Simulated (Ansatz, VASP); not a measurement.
Hg: VASP beside Ansatz

```
Hg
1.0
     5.42510    0.00000    0.00000
    -2.71255    4.69827    0.00000
     0.00000    0.00000    3.14218
Hg
2
Direct
  0.33333 0.66667 0.50000
  0.66667 0.33333 0.50000
```

Alike in both runs: functional PBE; k mesh 12 × 12 × 18; occupations gaussian, width 0.1 eV; no spin polarisation.

Ansatz relaxed the structure, and its values are those at the end. VASP's run is a single point on that final structure, the one shown.

```csv
,VASP,Ansatz
version,VASP 6.6.1,Ansatz 0.2.0
potentials or method,"VASP PAW PBE potentials, release 64 (Hg), cutoff 520 eV","scalar-relativistic, plane waves, PAW"
valence electrons in the cell,24,40
```

Ansatz gave:

* gap on the k mesh at the Fermi level (eV): none
* pressure (GPa): 0.0

**Question.** Which values does VASP return?

**Answer.** gap on the k mesh at the Fermi level (eV): none; pressure (GPa): 0.1.

A gap of «none» marks a metal or a gap that the smearing closes. The functional is the same, so the differences come from potentials, cutoffs and numerics. VASP's potentials hold 24 valence electrons a cell and Ansatz's 40, so a difference there can come from the potentials and not from the codes.

Spin-orbit coupling is off throughout.
